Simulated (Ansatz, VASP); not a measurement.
# Two plane-wave programs on CdSi4O

```
CELL_PARAMETERS angstrom
0.00000 3.64259 3.64259
3.64259 0.00000 3.64259
3.64259 3.64259 0.00000
ATOMIC_POSITIONS crystal
Cd 0.50000 0.50000 0.50000
Si 0.62783 0.12406 0.12406
Si 0.12406 0.12406 0.12406
Si 0.12406 0.12406 0.62783
Si 0.12406 0.62783 0.12406
O 0.75000 0.75000 0.75000
```

Change from the starting cell: species swapped into the CaMgNi4 type (F-43m, No. 216).

Alike in both runs: task relaxation of cell and atoms; functional PBE; k mesh 10 × 10 × 10; occupations gaussian, width 0.1 eV; no spin polarisation.

|  | VASP | Ansatz |
| --- | --- | --- |
| version | VASP 6.6.1 | Ansatz 0.2.0 |
| potentials or method | VASP PAW PBE potentials, release 64 (Cd, Si, O), cutoff 600 eV | scalar-relativistic, plane waves, PAW |
| valence electrons in the cell | 34 | 42 |

Ansatz gave:

```
gap on the k mesh at the Fermi level, each at its own relaxed structure (eV) : none
relaxed volume (Å³/atom)                                                     : 15.57
relaxed cell length with the largest relative difference (Å)                 : 5.094
```

Problem. What did VASP give for the same quantities?

Solution. gap on the k mesh at the Fermi level, each at its own relaxed structure (eV): none; relaxed volume (Å³/atom): 15.57; relaxed cell length with the largest relative difference (Å): 5.093.

A gap of «none» marks a metal or a gap that the smearing closes. VASP's potentials hold 34 valence electrons a cell and Ansatz's 42, so a difference there can come from the potentials and not from the codes.
